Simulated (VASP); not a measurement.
# HfO4 in VASP: single point with PBE

Aim: the single point of HfO4 with PBE.

Everything below comes from runs of VASP 6.6.1. Logs are shortened: lines on timing, memory, paths and dates and some standing lists are left out, and cuts for length are marked.

### 1 The cell of the first run

The cell holds a slab with vacuum, 5 atoms: a = 3.605 Å, b = 3.605 Å, c = 19.415 Å, α = 90.00°, β = 90.00°, γ = 120.00°.

### 2 Single point, PBE

Contents of INCAR:

```
SYSTEM = HfO4
ALGO = Normal
DIPOL = 0.5 0.5 0.500
EDIFF = 1E-7
ENCUT = 520
GGA = PE
IDIPOL = 3
ISIF = 2
ISMEAR = 0
LASPH = .True.
LCHARG = .False.
LDIPOL = .True.
LREAL = .False.
LWAVE = .False.
NBANDS = 25
NELM = 60
PREC = Accurate
SIGMA = 0.05
```

Contents of KPOINTS:

```
k-points
0
Gamma
  9 9 1
  0 0 0
```

Contents of POSCAR:

```
HfO4
1.0
    3.6045556755      0.0000000000      0.0000000000
   -1.8022778378      3.1216367844      0.0000000000
    0.0000000000      0.0000000000     19.4146610773
O Hf
4 1
Direct
    0.6666666667      0.3333333333      0.3863059968
    0.0000000000      0.0000000000      0.4621019989
    0.3333333333      0.6666666667      0.5378980011
    0.6666666667      0.3333333333      0.6136940032
    0.6666666667      0.3333333333      0.5000000000
```

Potentials or basis: VASP PAW PBE potentials, release 64 (O, Hf_pv).

Command:

```sh
cat potpaw_PBE.64/O/POTCAR potpaw_PBE.64/Hf_pv/POTCAR > POTCAR
mpirun -np 1 vasp_std > vasp.out
```

OUTCAR:

```text
SYSTEM = HfO4
   EDIFF = 1E-7
   ENCUT = 520
   GGA = PE
   ISIF = 2
   ISMEAR = 0
   LASPH = .True.
   LREAL = .False.
   NELM = 60
   PREC = Accurate

 ion  position               nearest neighbor table
   1  0.667  0.333  0.386-   5 2.21
   2  0.000  0.000  0.462-   5 2.21   5 2.21   5 2.21
   3  0.333  0.667  0.538-   5 2.21   5 2.21   5 2.21
   4  0.667  0.333  0.614-   5 2.21
   5  0.667  0.333  0.500-   3 2.21   1 2.21   4 2.21   2 2.21   3 2.21   2 2.21   2 2.21   3 2.21

  LATTYP: Found a hexagonal cell.
 ALAT       =     3.6045556755
 C/A-ratio  =     5.3861454296

  Lattice vectors:

 A1 = (   3.6045556755,   0.0000000000,   0.0000000000)
 A2 = (  -1.8022778378,   3.1216367844,   0.0000000000)
 A3 = (   0.0000000000,   0.0000000000,  19.4146610773)

Analysis of symmetry for initial positions (statically):
=====================================================================
 Subroutine PRICEL returns:
 Original cell was already a primitive cell.

 Routine SETGRP: Setting up the symmetry group for a
 hexagonal supercell.

 Subroutine GETGRP returns: Found 12 space group operations
 (whereof  6 operations were pure point group operations)
 out of a pool of 24 trial point group operations.

The static configuration has the point symmetry C_3v.
 The point group associated with its full space group is D_3d.

Analysis of symmetry for dynamics (positions and initial velocities):
=====================================================================
 Subroutine PRICEL returns:
 Original cell was already a primitive cell.

 Routine SETGRP: Setting up the symmetry group for a
 hexagonal supercell.

 Subroutine GETGRP returns: Found 12 space group operations
 (whereof  6 operations were pure point group operations)
 out of a pool of 24 trial point group operations.

The dynamic configuration has the point symmetry C_3v.
 The point group associated with its full space group is D_3d.

 Subroutine INISYM returns: Found 12 space group operations
 (whereof  6 operations are pure point group operations),
 and found     1 'primitive' translations

----------------------------------------------------------------------------------------

                                     Primitive cell

  volume of cell :     218.4560

  direct lattice vectors                    reciprocal lattice vectors
     3.604555675  0.000000000  0.000000000     0.277426704  0.160172382  0.000000000
    -1.802277838  3.121636784  0.000000000     0.000000000  0.320344764  0.000000000
     0.000000000  0.000000000 19.414661077     0.000000000  0.000000000  0.051507466

  length of vectors
     3.604555675  3.604555676 19.414661077     0.320344764  0.320344764  0.051507466

  position of ions in fractional coordinates (direct lattice)
     0.666666667  0.333333333  0.386305997
     0.000000000  0.000000000  0.462101999
     0.333333333  0.666666667  0.537898001
     0.666666667  0.333333333  0.613694003
     0.666666667  0.333333333  0.500000000

  ion indices of the primitive-cell ions
   primitive index   ion index
                 1           1
                 2           2
                 3           3
                 4           4
                 5           5

----------------------------------------------------------------------------------------

 KPOINTS: k-points

Automatic generation of k-mesh.
 Grid dimensions read from file:
 generate k-points for:    9    9    1

 Generating k-lattice:

  Cartesian coordinates                     Fractional coordinates (reciprocal lattice)
     0.030825189  0.017796931  0.000000000     0.111111111 -0.000000000  0.000000000
     0.000000000  0.035593863  0.000000000     0.000000000  0.111111111  0.000000000
     0.000000000  0.000000000  0.051507466     0.000000000  0.000000000  1.000000000

  Length of vectors
     0.035593863  0.035593863  0.051507466

  Shift w.r.t. Gamma in fractional coordinates (k-lattice)
     0.000000000  0.000000000  0.000000000

 Subroutine IBZKPT returns following result:
 ===========================================

 Found     12 irreducible k-points:

 Following reciprocal coordinates:
            Coordinates               Weight
  0.000000  0.000000  0.000000      1.000000
  0.111111 -0.000000  0.000000      6.000000
  0.222222 -0.000000  0.000000      6.000000
  0.333333 -0.000000  0.000000      6.000000
  0.444444 -0.000000  0.000000      6.000000
  0.111111  0.111111  0.000000      6.000000
  0.222222  0.111111  0.000000     12.000000
  0.333333  0.111111  0.000000     12.000000
  0.444444  0.111111  0.000000      6.000000
  0.222222  0.222222  0.000000      6.000000
  0.333333  0.222222  0.000000     12.000000
  0.333333  0.333333  0.000000      2.000000
   k-points           NKPTS =     12   k-points in BZ     NKDIM =     12   number of bands    NBANDS=     25
   number of dos      NEDOS =    301   number of ions     NIONS =      5
   total plane-waves  NPLWV = 112896
   dimension x,y,z NGX =    28 NGY =   28 NGZ =  144
   dimension x,y,z NGXF=    56 NGYF=   56 NGZF=  288
   ions per type =               4   1
   NGX,Y,Z   is equivalent  to a cutoff of  12.91, 12.91, 12.33 a.u.
   NGXF,Y,Z  is equivalent  to a cutoff of  25.83, 25.83, 24.66 a.u.
 SYSTEM =  HfO4
   PREC   = accura    normal or accurate (medium, high low for compatibility)
   ISTART =      0    job   : 0-new  1-cont  2-samecut
   ICHARG =      2    charge: 1-file 2-atom 10-const
   ISPIN  =      1    spin polarized calculation?
   LNONCOLLINEAR =      F non collinear calculations
   LSORBIT =      F    spin-orbit coupling
   LASPH  =      T    aspherical Exc in radial PAW
   ENCUT  =  520.0 eV  38.22 Ry    6.18 a.u.   6.70  6.70 36.10*2*pi/ulx,y,z
   NELM   =     60;   NELMIN=  2; NELMDL= -5     # of ELM steps
   EDIFF  = 0.1E-06   stopping-criterion for ELM
   LREAL  =      F    real-space projection
   EDIFFG = 0.1E-05   stopping-criterion for IOM
   NSW    =      0    number of steps for IOM
   IBRION =     -1    ionic relax: 0-MD 1-quasi-New 2-CG
   NFREE  =      0    steps in history (QN), initial steepest desc. (CG)
   ISIF   =      2    stress and relaxation
   ISYM   =      2    0-nonsym 1-usesym 2-fastsym
   POTIM  = 0.5000    time-step for ionic-motion
   TEBEG  =    0.0;   TEEND  =   0.0 temperature during run
   PSTRESS=    0.0 pullay stress
   NELECT =      34.0000    total number of electrons
   NUPDOWN=      -1.0000    fix difference up-down
   EMIN   =  10.00;   EMAX   =-10.00  energy-range for DOS
   EFERMI =   0.00;   METHOD = LEGACY
   ISMEAR =     0;   SIGMA  =   0.05  broadening in eV -4-tet -1-fermi 0-gaus
   EFERMI_NEDOS =   21; number of points for ismear=-14 and -15
   IALGO  =     38    algorithm
   IMIX   =      4    mixing-type and parameters
     AMIX     =   0.40;   BMIX     =  1.00
     AMIX_MAG =   1.60;   BMIX_MAG =  1.00
  volume/ion in A,a.u.               =      43.69       294.84
  Fermi-wavevector in a.u.,A,eV,Ry     =   0.880602  1.664097 10.550780  0.775460
  Thomas-Fermi vector in A             =   2.000985
   LORBIT       =      0    0 simple, 1 ext, 2 COOP (PROOUT), +10 PAW based schemes
   GGA     = PE    functional components
   LHFCALC =     F    Hartree Fock is set to
   AEXX    =    0.0000 exact exchange contribution
   IVDW    =     0    specifies the selected vdW correction
   LEPSILON=     F    determine dielectric tensor
   LRPA    =     F    only Hartree local field effects (RPA)
 non-spin polarized calculation
 Gauss-broadening in eV      SIGMA  =   0.05
  energy-cutoff  :      520.00
  volume of cell :      218.46
 maximum number of plane-waves:      5929
 NGX is ok and might be reduce to    28
   NGX = 13   NGY = 13   NGZ = 73

 number of electron      33.9999996 magnetization

 dipolmoment           0.000000      0.000000      0.000000 electrons x Angstroem

 Free energy of the ion-electron system (eV)
  ---------------------------------------------------
  ext. energy  EPLUGINS =         0.00000000
  ---------------------------------------------------
  free energy    TOTEN  =       -33.09190610 eV

  energy without entropy =      -33.08169623  energy(sigma->0) =      -33.08680116

 E-fermi :  -6.5970     XC(G=0):  -3.5744

 val. band max:       -6.6190502616   @ k =   0.4444   0.1111   0.0000
 cond. band min:      -6.5541778910   @ k =   0.4444  -0.0000   0.0000
 fundamental gap:      0.0648723706
 Fermi energy:        -6.5969741617

 k-point     1 :       0.0000    0.0000    0.0000
  band No.  band energies     occupation
      1     -35.9613      2.00000
      2     -35.9613      2.00000
      3     -35.9549      2.00000
      4     -24.5739      2.00000
      5     -22.8089      2.00000
      6     -22.1009      2.00000
[... 17 lines left out ...]
     24       2.2033      0.00000
     25       3.2388      0.00000

 k-point     2 :       0.1111   -0.0000    0.0000
  band No.  band energies     occupation
      1     -36.0027      2.00000
      2     -35.9682      2.00000
      3     -35.9488      2.00000
      4     -24.4408      2.00000
      5     -22.8602      2.00000
      6     -22.0946      2.00000
[... 17 lines left out ...]
     24       2.3285      0.00000
     25       3.0776      0.00000

 k-point     3 :       0.2222   -0.0000    0.0000
  band No.  band energies     occupation
      1     -36.1051      2.00000
      2     -35.9857      2.00000
      3     -35.9334      2.00000
      4     -24.0989      2.00000
      5     -22.9964      2.00000
      6     -22.0848      2.00000
[... 17 lines left out ...]
     24       2.4300      0.00000
     25       2.7125      0.00000

 k-point     4 :       0.3333   -0.0000    0.0000
  band No.  band energies     occupation
      1     -36.2174      2.00000
      2     -36.0055      2.00000
      3     -35.9158      2.00000
      4     -23.7199      2.00000
      5     -23.1252      2.00000
      6     -22.0910      2.00000
[... 17 lines left out ...]
     24       2.4063      0.00000
     25       3.4986      0.00000

 k-point     5 :       0.4444   -0.0000    0.0000
  band No.  band energies     occupation
      1     -36.2886      2.00000
      2     -36.0183      2.00000
      3     -35.9042      2.00000
      4     -23.5582      2.00000
      5     -23.0974      2.00000
      6     -22.1161      2.00000
[... 17 lines left out ...]
     24       2.2916      0.00000
     25       4.3862      0.00000

 k-point     6 :       0.1111    0.1111    0.0000
  band No.  band energies     occupation
      1     -36.0704      2.00000
      2     -35.9851      2.00000
      3     -35.9376      2.00000
      4     -24.2019      2.00000
      5     -22.9559      2.00000
      6     -22.0867      2.00000
[... 17 lines left out ...]
     24       2.1875      0.00000
     25       2.8083      0.00000

 k-point     7 :       0.2222    0.1111    0.0000
  band No.  band energies     occupation
      1     -36.1683      2.00000
      2     -36.0129      2.00000
      3     -35.9212      2.00000
      4     -23.8275      2.00000
      5     -23.1017      2.00000
      6     -22.0858      2.00000
[... 17 lines left out ...]
     24       2.1644      0.00000
     25       3.2216      0.00000

 k-point     8 :       0.3333    0.1111    0.0000
  band No.  band energies     occupation
      1     -36.2515      2.00000
      2     -36.0373      2.00000
      3     -35.9070      2.00000
      4     -23.5378      2.00000
      5     -23.1632      2.00000
      6     -22.1066      2.00000
[... 17 lines left out ...]
     24       2.0549      0.00000
     25       4.2530      0.00000

 k-point     9 :       0.4444    0.1111    0.0000
  band No.  band energies     occupation
      1     -36.2837      2.00000
      2     -36.0468      2.00000
      3     -35.9013      2.00000
      4     -23.4913      2.00000
      5     -23.1053      2.00000
      6     -22.1260      2.00000
[... 17 lines left out ...]
     24       2.0385      0.00000
     25       4.7929      0.00000

 k-point    10 :       0.2222    0.2222    0.0000
  band No.  band energies     occupation
      1     -36.2187      2.00000
      2     -36.0636      2.00000
      3     -35.9080      2.00000
      4     -23.4995      2.00000
      5     -23.2176      2.00000
      6     -22.1028      2.00000
[... 17 lines left out ...]
     24       2.0334      0.00000
     25       4.1838      0.00000

 k-point    11 :       0.3333    0.2222    0.0000
  band No.  band energies     occupation
      1     -36.2409      2.00000
      2     -36.1066      2.00000
      3     -35.8998      2.00000
      4     -23.3527      2.00000
      5     -23.2020      2.00000
      6     -22.1314      2.00000
[... 17 lines left out ...]
     24       1.9875      0.00000
     25       5.1988      0.00000

 k-point    12 :       0.3333    0.3333    0.0000
  band No.  band energies     occupation
      1     -36.1854      2.00000
      2     -36.1854      2.00000
      3     -35.8971      2.00000
      4     -23.2450      2.00000
      5     -23.2450      2.00000
      6     -22.1455      2.00000
[... 17 lines left out ...]
     24       1.9508      0.00000
     25       5.9933      0.00000

------------------------ aborting loop because EDIFF is reached ----------------------------------------

 vacuum level on the upper side and lower side of the slab       (xc-potential included)        -0.006        -0.006

  FORCE on cell =-STRESS in cart. coord.  units (eV):
  Direction    XX          YY          ZZ          XY          YZ          ZX
  --------------------------------------------------------------------------------------
  -------------------------------------------------------------------------------------
  Total       -2.3794512     -2.3794512     -7.0650923      0.0000000      0.0000000     -0.0000000
  in kB      -17.4511264    -17.4511264    -51.8160739      0.0000000      0.0000000     -0.0000000
  external PRESSURE =     -28.9061089 kB  Pullay stress =       0.0000000 kB

 VOLUME and BASIS-vectors are now :
 -----------------------------------------------------------------------------
  energy-cutoff  :      520.00
  volume of cell :      218.46
      direct lattice vectors                 reciprocal lattice vectors
     3.604555675  0.000000000  0.000000000     0.277426704  0.160172382  0.000000000
    -1.802277838  3.121636784  0.000000000     0.000000000  0.320344764  0.000000000
     0.000000000  0.000000000 19.414661077     0.000000000  0.000000000  0.051507466

 POSITION                                       TOTAL-FORCE (eV/Angst)
 -----------------------------------------------------------------------------------
      1.80228      1.04055      7.50000        -0.000000      0.000000      1.468515
      0.00000      0.00000      8.97155         0.000000     -0.000000      0.335791
     -0.00000      2.08109     10.44311        -0.000000      0.000000     -0.335791
      1.80228      1.04055     11.91466         0.000000     -0.000000     -1.468515
      1.80228      1.04055      9.70733        -0.000000      0.000000      0.000000
 -----------------------------------------------------------------------------------
    total drift:                               -0.000000      0.000000      0.000053

  FREE ENERGIE OF THE ION-ELECTRON SYSTEM (eV)
  ---------------------------------------------------
  free  energy   TOTEN  =       -33.0919061011 eV

  energy  without entropy=      -33.0816962286  energy(sigma->0) =      -33.08680116

 vacuum level on the upper side and lower side of the slab         2.789         2.789
```

Run time: 53 s. Hardware: 1 thread of Intel Xeon 6975P-C (Granite Rapids), shared host; peak memory 0.34 GiB.

What came out:

* Free energy: -33.0919 eV
* Largest force: 1.469 eV/Å
* Band gap on the k mesh: zero (band 17 reaches -6.53 eV, above the bottom of band 18 at -6.63 eV)

Forces on the atoms (eV/Å):
```
O    0.000  0.000  1.469
O    0.000  0.000  0.336
O    0.000  0.000 -0.336
O    0.000  0.000 -1.469
Hf   0.000  0.000  0.000
```

Caveat: spin-orbit coupling is left out, which moves the levels of the heavy elements.
